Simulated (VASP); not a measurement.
Write the native input for VASP 6.6.1 that does the following.

| Property | Result |
| --- | --- |
| Task | single point |
| Functional | LDA |
| Potentials or basis | VASP PAW LDA potentials, release 64 (C) |
| Cutoff | 520 eV |
| k mesh | 12 × 12 × 12 |
| Occupations | gaussian, width 0.05 eV |
| Spin | no spin polarisation |
| Dipole correction | no |
| Further INCAR settings | ALGO = Normal; EDIFF = 1e-06; NBANDS = 11 |

The structure of C lies in POSCAR:

```
C
1.0
    1.2280263465      0.7090013417      3.1796602974
   -1.2280263465      0.7090013417      3.1796602974
    0.0000000000     -1.4180026834      3.1796602974
C
2
Direct
    0.1640000000      0.1640000000      0.1640000000
    0.8360000000      0.8360000000      0.8360000000
```

This cell differs from its parent crystal: strain +0.000 along x and y, -0.050 along z.

One way to write it, as run:

INCAR

```
PREC = Accurate
ENCUT = 520
EDIFF = 1E-6
ISMEAR = 0
SIGMA = 0.05
LREAL = F
LASPH = T
NELM = 80
ALGO = Normal
ISIF = 2
LWAVE = F
LCHARG = F
NBANDS = 11
```

KPOINTS

```
regular mesh
0
Gamma
  12 12 12
```

Potentials or basis: VASP PAW LDA potentials, release 64 (C).

Run with:

```bash
$ cat potpaw_LDA.64/C/POTCAR > POTCAR
$ mpirun -np 1 vasp_std > vasp.out
```

It gave:

```yaml
Pressure: -2.9 GPa
Largest_force: 0.821 eV/Å
Band_gap_on_the_k_mesh: 1.01 eV, direct
```

Caveat: the cell differs from its parent crystal (strain +0.000 along x and y, -0.050 along z).

Wall time 19 s on 1 thread of Intel(R) Xeon(R) 6975P-C (Granite Rapids) (shared host), peak memory 0.15 GiB.
